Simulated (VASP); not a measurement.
# Mo in VASP: notebook

Mo is run at these levels: r2SCAN; tasks: single point.

Everything below comes from runs of VASP 6.6.1. Logs are shortened: lines on timing, memory, paths and dates and some standing lists are left out, and cuts for length are marked.

## (1) The cell of the first run

Symmetry: Im-3m, No. 229, cubic system. The conventional cell has a = 3.236 Å, b = 3.236 Å, c = 3.236 Å, α = 90.00°, β = 90.00°, γ = 90.00°. Mo (site symmetry m-3m) has 14 Mo at 2.80 to 3.24 Å within 3.7 Å.

## (2) Single point, r2SCAN (strain +0.030 along x and y, +0.030 along z)

The input, POSCAR:

```
Mo
1.0
   -1.6181300000      1.6181300000      1.6181300000
    1.6181300000     -1.6181300000      1.6181300000
    1.6181300000      1.6181300000     -1.6181300000
Mo
1
Direct
    0.0000000000      0.0000000000      0.0000000000
```

The input, INCAR.step1:

```
PREC = Accurate
ENCUT = 520
ISMEAR = 0
SIGMA = 0.15
LREAL = False
LASPH = True
NELM = 80
NBANDS = 13
GGA = PE
ALGO = Normal
EDIFF = 1E-4
LWAVE = True
LCHARG = False
```

The input, INCAR.step2:

```
PREC = Accurate
ENCUT = 520
EDIFF = 1E-6
ISMEAR = 0
SIGMA = 0.15
LREAL = False
LASPH = True
NELM = 80
ALGO = Normal
ISIF = 2
LWAVE = False
LCHARG = False
METAGGA = R2SCAN
LMIXTAU = True
NBANDS = 13
ISTART = 1
```

The input, KPOINTS:

```
regular mesh
0
Gamma
  22 22 22
```

Potentials or basis: VASP PAW PBE potentials, release 64 (Mo_sv).

Run with:

```
$ cat potpaw_PBE.64/Mo_sv/POTCAR > POTCAR
$ cp INCAR.step1 INCAR
$ mpirun -np 1 vasp_std > vasp.out
$ cp INCAR.step2 INCAR
$ mpirun -np 1 vasp_std > vasp.out
```

OUTCAR:

```text
PREC = Accurate
   ENCUT = 520
   EDIFF = 1E-6
   ISMEAR = 0
   LREAL = False
   LASPH = True
   NELM = 80
   ISIF = 2
   METAGGA = R2SCAN
   ISTART = 1

 ion  position               nearest neighbor table
   1  0.000  0.000  0.000-

  LATTYP: Found a body centered cubic cell.
 ALAT       =     3.2362600000

  Lattice vectors:

 A1 = (  -1.6181300000,   1.6181300000,   1.6181300000)
 A2 = (   1.6181300000,  -1.6181300000,   1.6181300000)
 A3 = (   1.6181300000,   1.6181300000,  -1.6181300000)

Analysis of symmetry for initial positions (statically):
=====================================================================
 Subroutine PRICEL returns:
 Original cell was already a primitive cell.

 Routine SETGRP: Setting up the symmetry group for a
 body centered cubic supercell.

 Subroutine GETGRP returns: Found 48 space group operations
 (whereof 48 operations were pure point group operations)
 out of a pool of 48 trial point group operations.

The static configuration has the point symmetry O_h .

Analysis of symmetry for dynamics (positions and initial velocities):
=====================================================================
 Subroutine PRICEL returns:
 Original cell was already a primitive cell.

 Routine SETGRP: Setting up the symmetry group for a
 body centered cubic supercell.

 Subroutine GETGRP returns: Found 48 space group operations
 (whereof 48 operations were pure point group operations)
 out of a pool of 48 trial point group operations.

The dynamic configuration has the point symmetry O_h .

 Subroutine INISYM returns: Found 48 space group operations
 (whereof 48 operations are pure point group operations),
 and found     1 'primitive' translations

----------------------------------------------------------------------------------------

                                     Primitive cell

  volume of cell :      16.9473

  direct lattice vectors                    reciprocal lattice vectors
    -1.618130000  1.618130000  1.618130000     0.000000000  0.308998659  0.308998659
     1.618130000 -1.618130000  1.618130000     0.308998659  0.000000000  0.308998659
     1.618130000  1.618130000 -1.618130000     0.308998659  0.308998659  0.000000000

  length of vectors
     2.802683373  2.802683373  2.802683373     0.436990094  0.436990094  0.436990094

  position of ions in fractional coordinates (direct lattice)
     0.000000000  0.000000000  0.000000000

  ion indices of the primitive-cell ions
   primitive index   ion index
                 1           1

----------------------------------------------------------------------------------------

 KPOINTS: regular mesh

Automatic generation of k-mesh.
 Grid dimensions read from file:
 generate k-points for:   22   22   22

 Generating k-lattice:

  Cartesian coordinates                     Fractional coordinates (reciprocal lattice)
     0.000000000  0.014045394  0.014045394     0.045454545  0.000000000  0.000000000
     0.014045394  0.000000000  0.014045394     0.000000000  0.045454545  0.000000000
     0.014045394  0.014045394  0.000000000     0.000000000  0.000000000  0.045454545

  Length of vectors
     0.019863186  0.019863186  0.019863186

  Shift w.r.t. Gamma in fractional coordinates (k-lattice)
     0.000000000  0.000000000  0.000000000

 Subroutine IBZKPT returns following result:
 ===========================================

 Found    328 irreducible k-points:

 Following reciprocal coordinates:
            Coordinates               Weight
  0.000000  0.000000  0.000000      1.000000
  0.045455  0.000000  0.000000     12.000000
  0.090909  0.000000  0.000000     12.000000
  0.136364  0.000000  0.000000     12.000000
  0.181818  0.000000  0.000000     12.000000
  0.227273  0.000000  0.000000     12.000000
[... 16 lines left out ...]
  0.090909  0.090909  0.000000     24.000000
  0.136364  0.090909  0.000000     48.000000
 [... further k-points ...]
   k-points           NKPTS =    328   k-points in BZ     NKDIM =    328   number of bands    NBANDS=     13
   number of dos      NEDOS =    301   number of ions     NIONS =      1
   total plane-waves  NPLWV =  13824
   dimension x,y,z NGX =    24 NGY =   24 NGZ =   24
   dimension x,y,z NGXF=    48 NGYF=   48 NGZF=   48
   ions per type =               1
   NGX,Y,Z   is equivalent  to a cutoff of  14.24, 14.24, 14.24 a.u.
   NGXF,Y,Z  is equivalent  to a cutoff of  28.47, 28.47, 28.47 a.u.
 SYSTEM =  unknown system
   PREC   = accura    normal or accurate (medium, high low for compatibility)
   ISTART =      1    job   : 0-new  1-cont  2-samecut
   ICHARG =      0    charge: 1-file 2-atom 10-const
   ISPIN  =      1    spin polarized calculation?
   LNONCOLLINEAR =      F non collinear calculations
   LSORBIT =      F    spin-orbit coupling
   LASPH  =      T    aspherical Exc in radial PAW
   ENCUT  =  520.0 eV  38.22 Ry    6.18 a.u.   5.21  5.21  5.21*2*pi/ulx,y,z
   NELM   =     80;   NELMIN=  2; NELMDL=  0     # of ELM steps
   EDIFF  = 0.1E-05   stopping-criterion for ELM
   LREAL  =      F    real-space projection
   EDIFFG = 0.1E-04   stopping-criterion for IOM
   NSW    =      0    number of steps for IOM
   IBRION =     -1    ionic relax: 0-MD 1-quasi-New 2-CG
   NFREE  =      0    steps in history (QN), initial steepest desc. (CG)
   ISIF   =      2    stress and relaxation
   ISYM   =      2    0-nonsym 1-usesym 2-fastsym
   POTIM  = 0.5000    time-step for ionic-motion
   TEBEG  =    0.0;   TEEND  =   0.0 temperature during run
   PSTRESS=    0.0 pullay stress
   NELECT =      14.0000    total number of electrons
   NUPDOWN=      -1.0000    fix difference up-down
   EMIN   =  10.00;   EMAX   =-10.00  energy-range for DOS
   EFERMI =   0.00;   METHOD = LEGACY
   ISMEAR =     0;   SIGMA  =   0.15  broadening in eV -4-tet -1-fermi 0-gaus
   EFERMI_NEDOS =   21; number of points for ismear=-14 and -15
   IALGO  =     38    algorithm
   IMIX   =      4    mixing-type and parameters
     AMIX     =   0.40;   BMIX     =  1.00
     AMIX_MAG =   1.60;   BMIX_MAG =  1.00
  volume/ion in A,a.u.               =      16.95       114.37
  Fermi-wavevector in a.u.,A,eV,Ry     =   1.536093  2.902794 32.104047  2.359581
  Thomas-Fermi vector in A             =   2.642790
   LORBIT       =      0    0 simple, 1 ext, 2 COOP (PROOUT), +10 PAW based schemes
   METAGGA = R2SCAN    functional components
   LHFCALC =     F    Hartree Fock is set to
   AEXX    =    0.0000 exact exchange contribution
   IVDW    =     0    specifies the selected vdW correction
   LEPSILON=     F    determine dielectric tensor
   LRPA    =     F    only Hartree local field effects (RPA)
 non-spin polarized calculation
 Gauss-broadening in eV      SIGMA  =   0.15
  energy-cutoff  :      520.00
  volume of cell :       16.95
 maximum number of plane-waves:       470
 NGX is ok and might be reduce to    24
   NGX = 11   NGY = 11   NGZ = 11

 number of electron      13.9999998 magnetization

 Free energy of the ion-electron system (eV)
  ---------------------------------------------------
  ext. energy  EPLUGINS =         0.00000000
  ---------------------------------------------------
  free energy    TOTEN  =       -26.00841334 eV

  energy without entropy =      -26.00211185  energy(sigma->0) =      -26.00526259

 E-fermi :  11.2686     XC(G=0): -14.1307

 val. band max:       11.2667037107   @ k =  -0.1818   0.2727   0.0909
 cond. band min:      11.2693360434   @ k =  -0.2727   0.3636   0.1818
 fundamental gap:      0.0026323326
 Fermi energy:        11.2685769764

 k-point     1 :       0.0000    0.0000    0.0000
  band No.  band energies     occupation
      1     -51.9466      2.00000
      2     -24.5921      2.00000
      3     -24.5921      2.00000
      4     -24.5921      2.00000
      5       3.9008      2.00000
      6      10.0053      2.00000
      7      10.0053      2.00000
      8      10.0053      2.00000
      9      13.0580      0.00000
     10      13.0580      0.00000
     11      26.6490      0.00000
     12      26.6490      0.00000
     13      26.6491      0.00000

 k-point     2 :       0.0455    0.0000    0.0000
  band No.  band energies     occupation
      1     -51.9423      2.00000
      2     -24.6172      2.00000
      3     -24.5999      2.00000
      4     -24.5922      2.00000
      5       3.9895      2.00000
      6       9.9566      2.00000
      7       9.9977      2.00000
      8      10.0860      2.00000
      9      12.9855      0.00000
     10      13.0589      0.00000
     11      26.7116      0.00000
     12      26.7962      0.00000
     13      26.8020      0.00000

 k-point     3 :       0.0909    0.0000    0.0000
  band No.  band energies     occupation
      1     -51.9301      2.00000
      2     -24.6901      2.00000
      3     -24.6227      2.00000
      4     -24.5926      2.00000
      5       4.2482      2.00000
      6       9.8173      2.00000
      7       9.9672      2.00000
      8      10.3255      2.00000
      9      12.8048      0.00000
     10      13.0637      0.00000
     11      26.8701      0.00000
     12      27.1987      0.00000
     13      27.2292      0.00000
[... 305 lines left out ...]
 k-point    23 :       0.0909    0.0909    0.0000
  band No.  band energies     occupation
      1     -51.8996      2.00000
      2     -24.8674      2.00000
      3     -24.6566      2.00000
      4     -24.6162      2.00000
      5       4.8880      2.00000
      6       9.5853      2.00000
      7       9.7040      2.00000
      8      11.0124      1.98427
      9      12.4493      0.00000
     10      13.1574      0.00000
     11      27.2730      0.00000
     12      27.8532      0.00000
     13      28.0423      0.00000

 k-point    24 :       0.1364    0.0909    0.0000
  band No.  band energies     occupation
      1     -51.8755      2.00000
      2     -24.9994      2.00000
      3     -24.6994      2.00000
      4     -24.6236      2.00000
      5       5.3823      2.00000
      6       9.3605      2.00000
      7       9.5530      2.00000
      8      11.5809      0.00324
      9      12.3064      0.00000
     10      13.2415      0.00000
     11      27.3551      0.00000
     12      27.8896      0.00000
     13      28.6652      0.00000

 [... further k-points ...]
[... 5 lines left out ...]
  --------------------------------------------------------------------------------------
  -------------------------------------------------------------------------------------
  Total       -1.8641841     -1.8641841     -1.8641841      0.0000000      0.0000000     -0.0000000
  in kB     -176.2378421   -176.2378421   -176.2378421      0.0000000      0.0000000     -0.0000000
  external PRESSURE =    -176.2378421 kB  Pullay stress =       0.0000000 kB

 VOLUME and BASIS-vectors are now :
 -----------------------------------------------------------------------------
  energy-cutoff  :      520.00
  volume of cell :       16.95
      direct lattice vectors                 reciprocal lattice vectors
    -1.618130000  1.618130000  1.618130000     0.000000000  0.308998659  0.308998659
     1.618130000 -1.618130000  1.618130000     0.308998659  0.000000000  0.308998659
     1.618130000  1.618130000 -1.618130000     0.308998659  0.308998659  0.000000000

 POSITION                                       TOTAL-FORCE (eV/Angst)
 -----------------------------------------------------------------------------------
      0.00000      0.00000      0.00000         0.000000     -0.000000     -0.000000
 -----------------------------------------------------------------------------------
    total drift:                                0.000000      0.000000     -0.000000

  FREE ENERGIE OF THE ION-ELECTRON SYSTEM (eV)
  ---------------------------------------------------
  free  energy   TOTEN  =       -26.0084133385 eV

  energy  without entropy=      -26.0021118484  energy(sigma->0) =      -26.00526259
```

Run time: 2 min. Hardware: 1 thread of Intel Xeon Platinum 8559C (Emerald Rapids), shared host; peak memory 0.19 GiB.

What came out:

```yaml
Free_energy: -26.0084 eV
Pressure: -17.6 GPa
Band_gap_on_the_k_mesh: zero (band 7 reaches 14.97 eV, above the bottom of band 8 at 10.01 eV)
```

Levels at points of the mesh, in eV from the Fermi level:
```
           k point  band 3  band 4  band 5  band 6  band 7  band 8  band 9  band 10  band 11  band 12
(0.00, 0.00, 0.00)  -35.86  -35.86   -7.37   -1.26   -1.26   -1.26    1.79     1.79    15.38    15.38
(0.50, 0.00, 0.00)  -36.24  -35.87   -5.09   -3.20    1.31    1.72    2.36     4.38    11.03    12.36
(0.50, 0.50, 0.50)  -36.67  -36.67   -5.00   -5.00    3.70    3.70    3.70     8.86     8.86     8.86
```

Caveat: the cell differs from its parent crystal (strain +0.030 along x and y, +0.030 along z); the PAW data sets were made with another functional, which shifts forces and pressure a little.

## (3) Single point, r2SCAN (strain +0.030 along x and y, +0.015 along z)

The input, POSCAR:

```
Mo
1.0
   -1.6181300000      1.6181300000      1.5945650000
    1.6181300000     -1.6181300000      1.5945650000
    1.6181300000      1.6181300000     -1.5945650000
Mo
1
Direct
    0.0000000000      0.0000000000      0.0000000000
```

The input, INCAR.step1:

```
ALGO     = Normal         # electronic algorithm
EDIFF    = 1E-4           # SCF threshold, eV
ENCUT    = 520            # plane-wave cutoff, eV
GGA      = PE             # functional
ISMEAR   = 0              # smearing method
LASPH    = True           # aspherical terms in the spheres
LCHARG   = False          # write CHGCAR
LREAL    = False          # projectors in reciprocal space
LWAVE    = True           # write WAVECAR
NBANDS   = 13             # bands
NELM     = 60             # most SCF steps
PREC     = Accurate       # precision mode
SIGMA    = 0.15           # smearing width, eV
```

The input, INCAR.step2:

```
ALGO     = Normal         # electronic algorithm
EDIFF    = 1E-6           # SCF threshold, eV
ENCUT    = 520            # plane-wave cutoff, eV
ISIF     = 2              # what is computed and relaxed
ISMEAR   = 0              # smearing method
ISTART   = 1            
LASPH    = True           # aspherical terms in the spheres
LCHARG   = True           # write CHGCAR
LELF     = True           # ELF
LMIXTAU  = True         
LREAL    = False          # projectors in reciprocal space
LVHAR    = True         
LWAVE    = False          # write WAVECAR
METAGGA  = R2SCAN         # meta-GGA
NBANDS   = 13             # bands
NELM     = 60             # most SCF steps
PREC     = Accurate       # precision mode
SIGMA    = 0.15           # smearing width, eV
```

The input, KPOINTS:

```
k-points
0
Gamma
  22 22 22
```

Potentials or basis: VASP PAW PBE potentials, release 64 (Mo_sv).

Run with:

```
$ cat potpaw_PBE.64/Mo_sv/POTCAR > POTCAR
$ cp INCAR.step1 INCAR
$ mpirun -np 1 vasp_std > vasp.out
$ cp INCAR.step2 INCAR
$ mpirun -np 1 vasp_std > vasp.out
```

Wall time 9.7 min (1 thread of AMD EPYC 7R13 (Zen 3), shared host); peak memory 0.26 GiB.

The run converged. Its results:

```
Free energy            : -26.0311 eV
Pressure               : -14.6 GPa
Band gap on the k mesh : zero (band 7 reaches 15.26 eV, above the bottom of band 8 at 10.24 eV)
```

Stress tensor (GPa, compression positive):
```
-16.06   0.00   0.00
  0.00 -16.06   0.00
  0.00   0.00 -11.79
```

Levels at points of the mesh, in eV from the Fermi level:
```tsv
k point	band 5	band 6	band 7	band 8	band 9	band 10
(0.00, 0.00, 0.00)	-7.42	-1.40	-1.23	-1.23	1.71	1.92
(0.50, 0.00, 0.00)	-5.18	-3.32	1.39	1.80	2.45	4.49
(0.50, 0.50, 0.00)	-5.17	-3.14	1.27	1.61	2.34	4.46
(0.50, 0.50, 0.50)	-5.13	-5.10	3.76	3.76	3.81	8.83
```

Caveat: the cell differs from its parent crystal (strain +0.030 along x and y, +0.015 along z); the PAW data sets were made with another functional, which shifts forces and pressure a little.

## (4) Single point, r2SCAN (strain -0.015 along x and y, +0.000 along z)

The input, POSCAR:

```
Mo
1.0
   -1.5474350000      1.5474350000      1.5710000000
    1.5474350000     -1.5474350000      1.5710000000
    1.5474350000      1.5474350000     -1.5710000000
Mo
1
Direct
    0.0000000000      0.0000000000      0.0000000000
```

The input, INCAR.step1:

```
SYSTEM = Mo
PREC = Accurate ; ENCUT = 520
ISMEAR = 0 ; SIGMA = 0.15
LREAL = .False. ; LASPH = .True.
NELM = 80 ; NBANDS = 13
GGA = PE ; ALGO = Normal
EDIFF = 1E-4 ; LWAVE = .True.
LCHARG = .False.
```

The input, INCAR.step2:

```
SYSTEM = Mo
PREC = Accurate ; ENCUT = 520
EDIFF = 1E-6 ; ISMEAR = 0
SIGMA = 0.15 ; LREAL = .False.
LASPH = .True. ; NELM = 80
ALGO = Normal ; ISIF = 2
LWAVE = .False. ; LCHARG = .True.
METAGGA = R2SCAN ; LMIXTAU = .True.
LELF = .True. ; LVHAR = .True.
NBANDS = 13 ; ISTART = 1
```

The input, KPOINTS:

```
Automatic mesh
0
Gamma
  22 22 22
  0 0 0
```

Run with:

```
$ cat potpaw_PBE.64/Mo_sv/POTCAR > POTCAR
$ cp INCAR.step1 INCAR
$ mpirun -np 1 vasp_std > vasp.out
$ cp INCAR.step2 INCAR
$ mpirun -np 1 vasp_std > vasp.out
```

Run time: 6.9 min. Hardware: 1 thread of Intel Xeon Platinum 8259CL at 2.50GHz (Skylake/Cascade Lake), shared host; peak memory 0.25 GiB.

The run converged. Its results:

```
Free energy            : -26.0531 eV
Pressure               : 12.7 GPa
Band gap on the k mesh : zero (band 7 reaches 17.51 eV, above the bottom of band 8 at 11.79 eV)
```

Stress tensor (GPa, compression positive):
```
14.48  0.00  0.00
 0.00 14.48  0.00
 0.00  0.00  9.20
```

Levels at points of the mesh, in eV from the Fermi level:
| k point | band 5 | band 6 | band 7 | band 8 | band 9 | band 10 |
| --- | --- | --- | --- | --- | --- | --- |
| (0.00, 0.00, 0.00) | -7.78 | -1.56 | -1.56 | -1.37 | 1.85 | 2.10 |
| (0.50, 0.00, 0.00) | -5.83 | -3.71 | 1.70 | 1.88 | 2.70 | 5.20 |
| (0.50, 0.50, 0.00) | -5.86 | -3.91 | 1.84 | 2.14 | 2.79 | 5.23 |
| (0.50, 0.50, 0.50) | -5.99 | -5.95 | 4.33 | 4.39 | 4.39 | 9.52 |

Caveat: the cell differs from its parent crystal (strain -0.015 along x and y, +0.000 along z); the PAW data sets were made with another functional, which shifts forces and pressure a little.

## (5) Single point, r2SCAN (strain +0.000 along x and y, -0.015 along z)

The input, POSCAR:

```
Mo
1.0
   -1.5710000000      1.5710000000      1.5474350000
    1.5710000000     -1.5710000000      1.5474350000
    1.5710000000      1.5710000000     -1.5474350000
Mo
1
Direct
    0.0000000000      0.0000000000      0.0000000000
```

The input, INCAR.step1:

```
SYSTEM = Mo
ALGO = Normal ; EDIFF = 1E-4
ENCUT = 520 ; GGA = PE
ISMEAR = 0 ; LASPH = .True.
LCHARG = .False. ; LREAL = .False.
LWAVE = .True. ; NBANDS = 13
NELM = 80 ; PREC = Accurate
SIGMA = 0.15
```

The input, INCAR.step2:

```
SYSTEM = Mo
ALGO = Normal ; EDIFF = 1E-7
ENCUT = 520 ; ISIF = 2
ISMEAR = 0 ; ISTART = 1
LASPH = .True. ; LCHARG = .True.
LELF = .True. ; LMIXTAU = .True.
LREAL = .False. ; LVHAR = .True.
LWAVE = .False. ; METAGGA = R2SCAN
NBANDS = 13 ; NELM = 80
PREC = Accurate ; SIGMA = 0.15
```

The input, KPOINTS:

```
k-points
0
Gamma
  22 22 22
  0 0 0
```

Run with:

```
$ cat potpaw_PBE.64/Mo_sv/POTCAR > POTCAR
$ cp INCAR.step1 INCAR
$ mpirun -np 1 vasp_std > vasp.out
$ cp INCAR.step2 INCAR
$ mpirun -np 1 vasp_std > vasp.out
```

Run time: 8.1 min. Hardware: 1 thread of Intel Xeon Platinum 8259CL at 2.50GHz (Skylake/Cascade Lake), shared host; peak memory 0.26 GiB.

It converged, with:

```
Free energy            : -26.0679 eV
Pressure               : 8.0 GPa
Band gap on the k mesh : zero (band 7 reaches 17.19 eV, above the bottom of band 8 at 11.50 eV)
```

Stress tensor (GPa, compression positive):
```
 6.25  0.00  0.00
 0.00  6.25  0.00
 0.00  0.00 11.48
```

Levels at points of the mesh, in eV from the Fermi level:
| k point | band 5 | band 6 | band 7 | band 8 | band 9 | band 10 |
| --- | --- | --- | --- | --- | --- | --- |
| (0.00, 0.00, 0.00) | -7.73 | -1.59 | -1.40 | -1.40 | 1.83 | 2.08 |
| (0.50, 0.00, 0.00) | -5.75 | -3.76 | 1.73 | 2.01 | 2.73 | 5.11 |
| (0.50, 0.50, 0.00) | -5.72 | -3.56 | 1.59 | 1.78 | 2.59 | 5.08 |
| (0.50, 0.50, 0.50) | -5.86 | -5.82 | 4.26 | 4.26 | 4.32 | 9.53 |

Caveat: the cell differs from its parent crystal (strain +0.000 along x and y, -0.015 along z); the PAW data sets were made with another functional, which shifts forces and pressure a little.

[end of part 1 of 2]
